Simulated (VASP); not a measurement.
# BaO (Fm-3m) in VASP: G0W0 quasiparticle levels with LDA

Aim: the G0W0 quasiparticle levels of BaO with LDA.

All numbers are computed with VASP 6.6.1; they aren't measurements. Logs are shortened: lines on timing, memory, paths and dates and some standing lists are left out, and cuts for length are marked.

### Step 1. The cell of the first run

Symmetry: Fm-3m, No. 225, cubic system. The conventional cell has a = 5.544 Å, b = 5.544 Å, c = 5.544 Å, α = 90.00°, β = 90.00°, γ = 90.00°. Within 3.7 Å of Ba (site symmetry m-3m) lie 6 O at 2.77 Å. O (site symmetry m-3m) has 6 Ba at 2.77 Å within 3.7 Å.

### Step 2. G0W0 quasiparticle levels, LDA

POSCAR

```
BaO
1.0
    0.0000000000      2.7719426840      2.7719426840
    2.7719426840      0.0000000000      2.7719426840
    2.7719426840      2.7719426840      0.0000000000
Ba O
1 1
Direct
    0.0000000000      0.0000000000      0.0000000000
    0.5000000000      0.5000000000      0.5000000000
```

INCAR.step1

```
SYSTEM = BaO
PREC = Accurate ; ENCUT = 500
EDIFF = 1E-8 ; ISMEAR = 0
SIGMA = 0.01 ; LREAL = .False.
LASPH = .True. ; NELM = 80
ALGO = Normal ; LWAVE = .True.
LCHARG = .False.
```

INCAR.step2

```
SYSTEM = BaO
PREC = Accurate ; ENCUT = 500
EDIFF = 1E-8 ; ISMEAR = 0
SIGMA = 0.01 ; LREAL = .False.
LASPH = .True. ; NELM = 1
ALGO = Exact ; LWAVE = .True.
LCHARG = .False. ; NBANDS = 68
LOPTICS = .True. ; ISTART = 1
```

INCAR.step3

```
SYSTEM = BaO
PREC = Accurate ; ENCUT = 500
EDIFF = 1E-8 ; ISMEAR = 0
SIGMA = 0.01 ; LREAL = .False.
LASPH = .True. ; ALGO = EVGW0
LWAVE = .False. ; LCHARG = .False.
NELMGW = 1 ; NBANDS = 68
ENCUTGW = 80.0 ; NOMEGA = 48
PRECFOCK = Fast ; ISTART = 1
NBANDSGW = 16
```

KPOINTS

```
regular mesh
0
Gamma
  4 4 4
  0 0 0
```

Potentials or basis: VASP PAW LDA potentials, release 64 (Ba_sv_GW, O_GW).

Launch:

```sh
$ cat potpaw_LDA.64/Ba_sv_GW/POTCAR potpaw_LDA.64/O_GW/POTCAR > POTCAR
$ cp INCAR.step1 INCAR
$ mpirun -np 1 vasp_std > vasp.out
$ cp INCAR.step2 INCAR
$ mpirun -np 1 vasp_std > vasp.out
$ cp INCAR.step3 INCAR
$ mpirun -np 1 vasp_std > vasp.out
```

OUTCAR:

```text
SYSTEM = BaO
   PREC = Accurate
   ENCUT = 500
   EDIFF = 1E-8
   ISMEAR = 0
   LREAL = .False.
   LASPH = .True.
   NELMGW = 1
   ENCUTGW = 80.0
   PRECFOCK = Fast
   ISTART = 1

 ion  position               nearest neighbor table
   1  0.000  0.000  0.000-
   2  0.500  0.500  0.500-

  LATTYP: Found a face centered cubic cell.
 ALAT       =     5.5438853680

  Lattice vectors:

 A1 = (   0.0000000000,   2.7719426840,   2.7719426840)
 A2 = (   2.7719426840,   0.0000000000,   2.7719426840)
 A3 = (   2.7719426840,   2.7719426840,   0.0000000000)

Analysis of symmetry for initial positions (statically):
=====================================================================
 Subroutine PRICEL returns:
 Original cell was already a primitive cell.

 Routine SETGRP: Setting up the symmetry group for a
 face centered cubic supercell.

 Subroutine GETGRP returns: Found 48 space group operations
 (whereof 48 operations were pure point group operations)
 out of a pool of 48 trial point group operations.

The static configuration has the point symmetry O_h .

Analysis of symmetry for dynamics (positions and initial velocities):
=====================================================================
 Subroutine PRICEL returns:
 Original cell was already a primitive cell.

 Routine SETGRP: Setting up the symmetry group for a
 face centered cubic supercell.

 Subroutine GETGRP returns: Found 48 space group operations
 (whereof 48 operations were pure point group operations)
 out of a pool of 48 trial point group operations.

The dynamic configuration has the point symmetry O_h .

 Subroutine INISYM returns: Found 48 space group operations
 (whereof 48 operations are pure point group operations),
 and found     1 'primitive' translations

----------------------------------------------------------------------------------------

                                     Primitive cell

  volume of cell :      42.5974

  direct lattice vectors                    reciprocal lattice vectors
     0.000000000  2.771942684  2.771942684    -0.180378910  0.180378910  0.180378910
     2.771942684  0.000000000  2.771942684     0.180378910 -0.180378910  0.180378910
     2.771942684  2.771942684  0.000000000     0.180378910  0.180378910 -0.180378910

  length of vectors
     3.920118938  3.920118938  3.920118938     0.312425437  0.312425437  0.312425437

  position of ions in fractional coordinates (direct lattice)
     0.000000000  0.000000000  0.000000000
     0.500000000  0.500000000  0.500000000

  ion indices of the primitive-cell ions
   primitive index   ion index
                 1           1
                 2           2

----------------------------------------------------------------------------------------

 KPOINTS: regular mesh

Automatic generation of k-mesh.
 Grid dimensions read from file:
 generate k-points for:    4    4    4

 Generating k-lattice:

  Cartesian coordinates                     Fractional coordinates (reciprocal lattice)
    -0.045094728  0.045094728  0.045094728     0.250000000  0.000000000  0.000000000
     0.045094728 -0.045094728  0.045094728     0.000000000  0.250000000  0.000000000
     0.045094728  0.045094728 -0.045094728     0.000000000  0.000000000  0.250000000

  Length of vectors
     0.078106359  0.078106359  0.078106359

  Shift w.r.t. Gamma in fractional coordinates (k-lattice)
     0.000000000  0.000000000  0.000000000

 Subroutine IBZKPT returns following result:
 ===========================================

 Found      8 irreducible k-points:

 Following reciprocal coordinates:
            Coordinates               Weight
  0.000000  0.000000  0.000000      1.000000
  0.250000  0.000000  0.000000      8.000000
  0.500000  0.000000  0.000000      4.000000
  0.250000  0.250000  0.000000      6.000000
  0.500000  0.250000  0.000000     24.000000
 -0.250000  0.250000  0.000000     12.000000
  0.500000  0.500000  0.000000      3.000000
 -0.250000  0.500000  0.250000      6.000000
   k-points           NKPTS =      8   k-points in BZ     NKDIM =     64   number of bands    NBANDS=     68
   number of dos      NEDOS =    301   number of ions     NIONS =      2
   total plane-waves  NPLWV =  27000
   dimension x,y,z NGX =    30 NGY =   30 NGZ =   30
   dimension x,y,z NGXF=    60 NGYF=   60 NGZF=   60
   ions per type =               1   1
   NGX,Y,Z   is equivalent  to a cutoff of  12.72, 12.72, 12.72 a.u.
   NGXF,Y,Z  is equivalent  to a cutoff of  25.45, 25.45, 25.45 a.u.
 SYSTEM =  BaO
   PREC   = accura    normal or accurate (medium, high low for compatibility)
   ISTART =      1    job   : 0-new  1-cont  2-samecut
   ICHARG =      0    charge: 1-file 2-atom 10-const
   ISPIN  =      1    spin polarized calculation?
   LNONCOLLINEAR =      F non collinear calculations
   LSORBIT =      F    spin-orbit coupling
   LASPH  =      T    aspherical Exc in radial PAW
   ENCUT  =  500.0 eV  36.75 Ry    6.06 a.u.   7.15  7.15  7.15*2*pi/ulx,y,z
   NELM   =     60;   NELMIN=  2; NELMDL=  0     # of ELM steps
   EDIFF  = 0.1E-07   stopping-criterion for ELM
   LREAL  =      F    real-space projection
   EDIFFG = 0.1E-06   stopping-criterion for IOM
   NSW    =      0    number of steps for IOM
   IBRION =     -1    ionic relax: 0-MD 1-quasi-New 2-CG
   NFREE  =      0    steps in history (QN), initial steepest desc. (CG)
   ISIF   =      0    stress and relaxation
   ISYM   =      3    0-nonsym 1-usesym 2-fastsym
   POTIM  = 0.5000    time-step for ionic-motion
   TEBEG  =    0.0;   TEEND  =   0.0 temperature during run
   PSTRESS=    0.0 pullay stress
   NELECT =      16.0000    total number of electrons
   NUPDOWN=      -1.0000    fix difference up-down
   EMIN   =  10.00;   EMAX   =-10.00  energy-range for DOS
   EFERMI =   0.00;   METHOD = LEGACY
   ISMEAR =     0;   SIGMA  =   0.01  broadening in eV -4-tet -1-fermi 0-gaus
   EFERMI_NEDOS =   21; number of points for ismear=-14 and -15
   IALGO  =     38    algorithm
   IMIX   =      4    mixing-type and parameters
     AMIX     =   0.40;   BMIX     =  1.00
     AMIX_MAG =   1.60;   BMIX_MAG =  1.00
  volume/ion in A,a.u.               =      21.30       143.73
  Fermi-wavevector in a.u.,A,eV,Ry     =   1.181192  2.232130 18.983054  1.395215
  Thomas-Fermi vector in A             =   2.317470
   LORBIT       =      0    0 simple, 1 ext, 2 COOP (PROOUT), +10 PAW based schemes
   GGA     = CA    functional components
   LHFCALC =     T    Hartree Fock is set to
   PRECFOCK=fast      Normal, Fast or Accurate (Low or Medium for compatibility)
   ENCUT4O =  -1.0   cutoff for four orbital integrals eV
   NKREDX  =     1    reduce k-point grid by
   NKREDY  =     1    reduce k-point grid by
   NKREDZ  =     1    reduce k-point grid by
   AEXX    =    1.0000 exact exchange contribution
   HFSCREEN=    0.0000 screening length (either q_TF or 0.3 A-1)
   HFSCREENC=   0.0000 screening length for correlation (either q_TF or 0.3 A-1)
   ENCUTFOCK=  -1.0 apply spherical cutoff to Coloumb kernel
   IVDW    =     0    specifies the selected vdW correction
   LEPSILON=     F    determine dielectric tensor
   LRPA    =     F    only Hartree local field effects (RPA)
   LRPAFORCE           =     F    calculate RPA forces
   ENCUTGW             =  80.0    cutoff for response function in eV
   ENCUTGWSOFT         =  64.0    soft cutoff for Coulomb kernel in GW response function in eV
   ENCUTLF             =  -1.0    cutoff for local field effects
   NELMGW              =     1    number of iterations in solving QP/BSE equation
   NELMHF              =     1    number of iterations in the inner HF iteration
   NKREDLFX            =     1    NKREDLFY  =   1   NKREDLFZ  =   1
 non-spin polarized calculation
 Gauss-broadening in eV      SIGMA  =   0.01
  energy-cutoff  :      500.00
  volume of cell :       42.60
 maximum number of plane-waves:      1106
 NGX is ok and might be reduce to    30
  NGX = 16; NGY = 16; NGZ = 16
   NGX = 15   NGY = 15   NGZ = 15
 maximum number of plane-waves:        76
 NGX is ok and might be reduce to    14

 QP shifts <psi_nk| G(iteration)W_0 |psi_nk>: iteration 1
 for sc-GW calculations column KS-energies equals QP-energies in previous step
 and V_xc(KS)=  KS-energies - (<T + V_ion + V_H > + <T+V_H+V_ion>^1  + <V_x>^1)

 k-point   1 :       0.0000    0.0000    0.0000
  band No.  KS-energies  QP-energies   sigma(KS)   V_xc(KS)     V^pw_x(r,r')   Z            occupation Imag(sigma)

      1     -21.7071     -22.2756     -16.1269     -15.2761     -24.5891       0.6681       2.0000       1.4717
      2     -10.7401     -12.1990     -21.4078     -19.1105     -30.4637       0.6350       2.0000       0.8307
      3      -6.2341      -7.2792     -15.9656     -14.6193     -19.4970       0.7763       2.0000       0.2520
      4      -6.2341      -7.2792     -15.9656     -14.6193     -19.4970       0.7763       2.0000       0.2520
      5      -6.2341      -7.2792     -15.9656     -14.6193     -19.4970       0.7763       2.0000       0.2520
      6       3.4845       3.2004     -18.5860     -18.1909     -23.0917       0.7191       2.0000       0.1808
[... 8 lines left out ...]
     15      11.2774      13.7590      -7.2740     -10.4129      -2.0687       0.7906       0.0000      -0.2365
     16      14.3255      19.2250      -9.1499     -15.6860      -3.0277       0.7496       0.0000      -0.2233

 k-point   2 :       0.2500    0.0000    0.0000
  band No.  KS-energies  QP-energies   sigma(KS)   V_xc(KS)     V^pw_x(r,r')   Z            occupation Imag(sigma)

      1     -21.5788     -22.1449     -16.1968     -15.3579     -24.5957       0.6748       2.0000       1.4266
      2     -11.1267     -12.5230     -20.5784     -18.3838     -29.4830       0.6362       2.0000       0.8216
      3      -6.3444      -7.4504     -16.4975     -15.0616     -20.3274       0.7702       2.0000       0.2760
      4      -6.2971      -7.3487     -15.8998     -14.5446     -19.4040       0.7760       2.0000       0.2422
      5      -6.2971      -7.3487     -15.8998     -14.5446     -19.4040       0.7760       2.0000       0.2422
      6       2.5554       2.1673     -16.5451     -16.0064     -20.6772       0.7203       2.0000       0.2012
[... 8 lines left out ...]
     15      13.1610      16.8374      -8.3198     -13.0743      -2.6882       0.7732       0.0000      -0.2413
     16      14.0424      18.7428      -8.8765     -15.0639      -2.8594       0.7597       0.0000      -0.2175

 k-point   3 :       0.5000    0.0000    0.0000
  band No.  KS-energies  QP-energies   sigma(KS)   V_xc(KS)     V^pw_x(r,r')   Z            occupation Imag(sigma)

      1     -21.4437     -22.0036     -16.2714     -15.4489     -24.6043       0.6807       2.0000       1.3778
      2     -11.5129     -12.8557     -19.8407     -17.7316     -28.6374       0.6367       2.0000       0.8362
      3      -6.4414      -7.6031     -16.9564     -15.4409     -21.0503       0.7665       2.0000       0.3028
      4      -6.3574      -7.4162     -15.8412     -14.4749     -19.3174       0.7749       2.0000       0.2331
      5      -6.3574      -7.4162     -15.8412     -14.4749     -19.3174       0.7749       2.0000       0.2331
      6       1.8959       1.4365     -15.5506     -14.9131     -19.6380       0.7208       2.0000       0.2333
[... 8 lines left out ...]
     15      14.2423      19.2793      -8.5491     -15.2203      -2.3283       0.7550       0.0000      -0.2118
     16      14.2777      19.3797      -8.4901     -15.2327      -2.2821       0.7567       0.0000      -0.2042

 k-point   4 :       0.2500    0.2500    0.0000
  band No.  KS-energies  QP-energies   sigma(KS)   V_xc(KS)     V^pw_x(r,r')   Z            occupation Imag(sigma)

      1     -21.5400     -22.1058     -16.2207     -15.3851     -24.6039       0.6770       2.0000       1.4198
      2     -11.0462     -12.4671     -20.7993     -18.5671     -29.7633       0.6365       2.0000       0.8245
      3      -6.5469      -7.6027     -15.7747     -14.3968     -19.4016       0.7663       2.0000       0.2840
      4      -6.5469      -7.6027     -15.7747     -14.3968     -19.4016       0.7663       2.0000       0.2840
      5      -6.5102      -7.6157     -16.1677     -14.7289     -19.9405       0.7684       2.0000       0.2817
      6       2.5564       2.1587     -17.2887     -16.7320     -21.7539       0.7143       2.0000       0.2144
[... 8 lines left out ...]
     15      13.3424      17.3745      -8.1661     -13.4060      -2.3511       0.7695       0.0000      -0.2381
     16      14.2669      18.8597      -8.8105     -14.8379      -2.8833       0.7620       0.0000      -0.2113
[... 24 lines left out ...]
      1     -21.4498     -22.0109     -16.2703     -15.4459     -24.6100       0.6807       2.0000       1.3873
      2     -11.3011     -12.6733     -20.3016     -18.1290     -29.1906       0.6316       2.0000       0.8285
      3      -6.9624      -8.0398     -15.4838     -14.0689     -19.2338       0.7615       2.0000       0.3309
      4      -6.4268      -7.5610     -16.6118     -15.1385     -20.5361       0.7698       2.0000       0.2874
      5      -6.3656      -7.4247     -15.8354     -14.4673     -19.3248       0.7742       2.0000       0.2377
      6       2.2647       1.8352     -16.5296     -15.9315     -20.8461       0.7182       2.0000       0.2228
[... 8 lines left out ...]
     15      13.9181      18.4589      -8.5453     -14.5165      -2.5347       0.7605       0.0000      -0.2316
     16      14.0955      18.7626      -8.8088     -14.9560      -2.7961       0.7592       0.0000      -0.2159

 k-point   7 :       0.5000    0.5000    0.0000
  band No.  KS-energies  QP-energies   sigma(KS)   V_xc(KS)     V^pw_x(r,r')   Z            occupation Imag(sigma)

      1     -21.3735     -21.9330     -16.3170     -15.5040     -24.6353       0.6883       2.0000       1.3806
      2     -10.9194     -12.3832     -21.3129     -18.9901     -30.4720       0.6302       2.0000       0.8392
      3      -7.7704      -8.8694     -15.0008     -13.5264     -19.0342       0.7454       2.0000       0.4181
      4      -6.8397      -7.9071     -15.6148     -14.2102     -19.3450       0.7600       2.0000       0.3171
      5      -6.8397      -7.9071     -15.6148     -14.2102     -19.3450       0.7600       2.0000       0.3171
      6       3.7194       3.4531     -18.7640     -18.3971     -23.1709       0.7258       2.0000       0.1709
[... 8 lines left out ...]
     15      13.6142      18.0043      -8.5883     -14.3415      -2.6381       0.7631       0.0000      -0.2231
     16      13.8203      15.4932      -9.8299     -11.9575      -5.2999       0.7863       0.0000      -0.3258

 k-point   8 :      -0.2500    0.5000    0.2500
  band No.  KS-energies  QP-energies   sigma(KS)   V_xc(KS)     V^pw_x(r,r')   Z            occupation Imag(sigma)

      1     -21.3681     -21.9278     -16.3187     -15.5060     -24.6292       0.6887       2.0000       1.3721
      2     -11.1303     -12.5525     -20.7962     -18.5452     -29.8325       0.6318       2.0000       0.8314
      3      -7.3364      -8.4251     -15.2607     -13.8146     -19.1392       0.7529       2.0000       0.3744
      4      -7.3364      -8.4251     -15.2607     -13.8146     -19.1392       0.7529       2.0000       0.3744
      5      -6.2979      -7.3909     -16.3170     -14.9057     -20.0077       0.7744       2.0000       0.2550
      6       2.5652       2.1754     -17.4022     -16.8545     -21.9339       0.7118       2.0000       0.2168
[... 8 lines left out ...]
     15      13.8442      15.5069      -9.8707     -11.9873      -5.3160       0.7856       0.0000      -0.3290
     16      14.1344      16.6400     -10.2836     -13.5261      -5.5536       0.7727       0.0000      -0.2110
```

Wall time 2.8 min (1 thread of Intel Xeon 8259CL, shared host); peak memory 0.4 GiB.

Results:

```yaml
Quasiparticle_gap: 3.13 eV
Least_direct_quasiparticle_gap: 3.13 eV
Band_gap_of_the_starting_levels_on_the_mesh: 1.90 eV
Least_direct_gap_of_the_starting_levels_on_the_mesh: 1.90 eV
```

Caveat: the k points lie up to 0.49 Å⁻¹ apart; bands, screening cutoff and mesh are small and nothing is extrapolated, so the quasiparticle values aren't converged; spin-orbit coupling is left out, which moves the levels of the heavy elements.
